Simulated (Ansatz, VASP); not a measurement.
## One calculation of SnTe, two programs

The input INCAR:

```
PREC = Accurate
ENCUT = 520
EDIFF = 1E-6
ISMEAR = 0
SIGMA = 0.1
LREAL = F
LASPH = T
NELM = 80
ALGO = Normal
ISIF = 2
LWAVE = F
LCHARG = F
GGA = PE
NBANDS = 17
```

KPOINTS

```
Automatic mesh
0
Gamma
  10 10 10
```

The input POSCAR:

```
SnTe
1.0
    3.9047000000      0.0000000000      0.0000000000
    0.0000000000      3.9047000000      0.0000000000
    0.0000000000      0.0000000000      3.9047000000
Sn Te
1 1
Direct
    0.0000000000      0.0000000000      0.0115245730
    0.5000000000      0.5000000000      0.5000000000
```

Input for Ansatz:

```yaml
crystal:
  lattice:
    - [3.9047, 0.0, 0.0]
    - [0.0, 3.9047, 0.0]
    - [0.0, 0.0, 3.9047]
  atoms:
    - { symbol: Sn, position: [0.0, 0.0, 0.011524573] }
    - { symbol: Te, position: [0.5, 0.5, 0.5] }
basis:
  ecutwfc: 420
kpoints:
  mp_grid: { grid: [10, 10, 10] }
hamiltonian:
  xc: pbe
scf:
  occupations: { method: gaussian, width: 0.1 }
output:
  forces: true
  stress: true
  eigenvalues: true
  write_density: true
  write_potential: true
  elf: true
  volumetric_format: npy
```

Change from the starting cell: one atom moved.

Alike in both runs: task single point; functional PBE; k mesh 10 × 10 × 10; occupations gaussian, width 0.1 eV; no spin polarisation.

|  | VASP | Ansatz |
| --- | --- | --- |
| version | VASP 6.6.1 | Ansatz 0.2.0 |
| potentials or method | VASP PAW PBE potentials, release 64 (Sn_d, Te), cutoff 520 eV | scalar-relativistic, plane waves, PAW |
| valence electrons in the cell | 20 | 30 |

```tsv
	VASP	Ansatz	Ansatz less VASP
gap on the k mesh at the Fermi level (eV)	none	none	-
pressure (GPa)	-0.5	-0.4	+0.06
rms of the force components (eV/Å)	0.018	0.018	+0.0005
```

Atom by atom the forces differ by 0.000 eV/Å (rms over components). A gap of «none» marks a metal or a gap that the smearing closes. With one functional, cell and mesh, what is left measures potentials, basis and numerics. VASP's potentials hold 20 valence electrons a cell and Ansatz's 30, so a difference there can come from the potentials and not from the codes.

Neither program's run includes spin-orbit coupling.
